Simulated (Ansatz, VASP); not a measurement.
**One calculation of Sb, two programs**

```
Sb
1.0
    -1.90295    1.90295    1.90295
     1.90295   -1.90295    1.90295
     1.90295    1.90295   -1.90295
Sb
1
Direct
  0.00000 0.00000 0.00000
```

Alike in both runs: task single point; functional LDA; k mesh 13 × 13 × 13; occupations fermi-dirac, width 0.1 eV; no spin polarisation.

```csv
,VASP,Ansatz
version,VASP 6.6.1,Ansatz 0.2.0
potentials or method,"VASP PAW LDA potentials, release 64 (Sb), cutoff 520 eV","plane waves (420 eV) with PAW, scalar-relativistic"
valence electrons in the cell,5,15
```

|  | VASP | Ansatz | Ansatz less VASP |
| --- | --- | --- | --- |
| pressure (GPa) | -4.7 | -4.7 | -0.04 |

Ansatz warns that its potentials were made for another functional, while VASP's fit it. LDA's correlation is that of Perdew and Zunger in VASP and of Perdew and Wang (1992) in Ansatz. VASP's potentials hold 5 valence electrons a cell and Ansatz's 15, so a difference there can come from the potentials and not from the codes.

Neither program's run includes spin-orbit coupling.
